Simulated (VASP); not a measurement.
Write the native input for VASP 6.6.1 that does the following.

| Item | Value |
| --- | --- |
| Task | single point |
| Functional | LDA |
| Potentials or basis | VASP PAW LDA potentials, release 64 (Ti_sv, Al) |
| Cutoff | 520 eV |
| k mesh | 16 × 16 × 16 |
| Occupations | gaussian, width 0.15 eV |
| Spin | no spin polarisation |
| Dipole correction | no |
| Further INCAR settings | ALGO = Fast; EDIFF = 1e-06; NBANDS = 14 |

The structure of TiAl lies in POSCAR:

```
TiAl
1.0
    3.1790640000      0.0596074500      0.0000000000
    0.0596074500      3.1790640000      0.0000000000
    0.0000000000      0.0000000000      3.1790640000
Ti Al
1 1
Direct
    0.0000000000      0.0000000000      0.0000000000
    0.5000000000      0.5000000000      0.5000000000
```

This cell differs from its parent crystal: strain +0.0375 x Voigt [0, 0, 0, 0, 0, 1].

The input as run:

INCAR

```
ALGO = Fast
EDIFF = 1E-6
ENCUT = 520
ISIF = 2
ISMEAR = 0
LASPH = T
LCHARG = F
LREAL = F
LWAVE = F
NBANDS = 14
NELM = 60
PREC = Accurate
SIGMA = 0.15
```

KPOINTS

```
k-points
0
Gamma
  16 16 16
```

Potentials or basis: VASP PAW LDA potentials, release 64 (Ti_sv, Al).

Run with:

```console
$ cat potpaw_LDA.64/Ti_sv/POTCAR potpaw_LDA.64/Al/POTCAR > POTCAR
$ mpirun -np 1 vasp_std > vasp.out
```

It gave:

```yaml
Pressure: -5.6 GPa
Band_gap_on_the_k_mesh: zero (an odd number of electrons rules out a gap without spin polarisation)
```

Caveat: the cell differs from its parent crystal (strain +0.0375 x Voigt [0, 0, 0, 0, 0, 1]); the cell stands under tension.

Run time: 3.5 min on 1 thread of AMD EPYC 9R45 96-Core Processor (Zen 5) (shared host), peak memory 0.35 GiB.
